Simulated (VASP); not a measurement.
Write the native input for VASP 6.6.1 that does the following.

* Task: single point
* Functional: PBE
* Dispersion: D3(BJ)
* Potentials or basis: VASP PAW PBE potentials, release 64 (C, Si, H)
* Cutoff: 520 eV
* k mesh: 1 × 1 × 1
* Occupations: gaussian, width 0.005 eV
* Spin: no spin polarisation
* Dipole correction: no
* Further INCAR settings: ALGO = Normal; EDIFF = 1e-06; NBANDS = 17; ISYM = 0

The structure of CSiH6 lies in POSCAR:

```
SiH6C
1.0
   14.0000000000      0.0000000000      0.0000000000
    0.0000000000     14.5000000000      0.0000000000
    0.0000000000      0.0000000000     15.0000000000
C Si H
1 1 6
Direct
    0.4272552431      0.4799611672      0.4898234953
    0.5604209949      0.4959381623      0.4873054146
    0.3940858815      0.5272178287      0.5379011086
    0.4086495063      0.4091722929      0.5091258746
    0.3959490480      0.4935293872      0.4240138049
    0.5856032905      0.5923727207      0.4608896984
    0.6054754329      0.4314263926      0.4218616938
    0.6029013517      0.4775417432      0.5770380921
```

These files were run (other wordings do the same):

INCAR

```
SYSTEM = SiH6C
PREC = Accurate ; ENCUT = 520
EDIFF = 1E-6 ; ISMEAR = 0
SIGMA = 0.005 ; LREAL = .False.
LASPH = .True. ; NELM = 60
ALGO = Normal ; ISIF = 2
LWAVE = .False. ; LCHARG = .True.
GGA = PE ; IVDW = 12
LELF = .True. ; LVHAR = .True.
ISYM = 0 ; NBANDS = 17
```

KPOINTS

```
Automatic mesh
0
Gamma
  1 1 1
  0 0 0
```

Potentials or basis: VASP PAW PBE potentials, release 64 (C, Si, H).

The run is started by

```console
$ cat potpaw_PBE.64/C/POTCAR potpaw_PBE.64/Si/POTCAR potpaw_PBE.64/H/POTCAR > POTCAR
$ mpirun -np 1 vasp_gam > vasp.out
```

It gave:

The largest force is 0.024 eV/Å and the gap between the frontier levels is 7.20 eV. The dispersion energy per atom is -0.014 eV.

Wall time 2.9 min on 1 thread of Intel(R) Xeon(R) 6975P-C (Granite Rapids), with other jobs on the host, peak memory 1.9 GiB.
